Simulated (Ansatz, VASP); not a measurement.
Two plane-wave programs on B2W

```
B W
1.0
     2.98359    0.00000    0.00000
    -1.49179    2.58386    0.00000
     0.00000    0.00000    3.31818
B W
2 1
Cartesian
  0.0000 1.7226 1.6591
  1.4918 0.8613 1.6591
  0.0000 0.0000 0.0000
```

Alike in both runs: functional LDA; k mesh 6 × 6 × 6; occupations gaussian, width 0.1 eV; no spin polarisation.

Ansatz relaxed the structure, and its values are those at the end. VASP's run is a single point on that final structure, the one shown.

```csv
,VASP,Ansatz
version,VASP 6.6.1,Ansatz 0.2.0
potentials or method,"VASP PAW LDA potentials, release 64 (B, W_sv), cutoff 520 eV","scalar-relativistic, plane waves, PAW"
valence electrons in the cell,20,20
```

```csv
,VASP,Ansatz,Ansatz less VASP
gap on the k mesh at the Fermi level (eV),none,none,-
pressure (GPa),1.7,0.0,-1.68
```

LDA's correlation is that of Perdew and Zunger in VASP and of Perdew and Wang (1992) in Ansatz. A gap of «none» marks a metal or a gap that the smearing closes.

The k mesh is coarse, so the values compare programs but aren't converged. Neither program's run includes spin-orbit coupling.
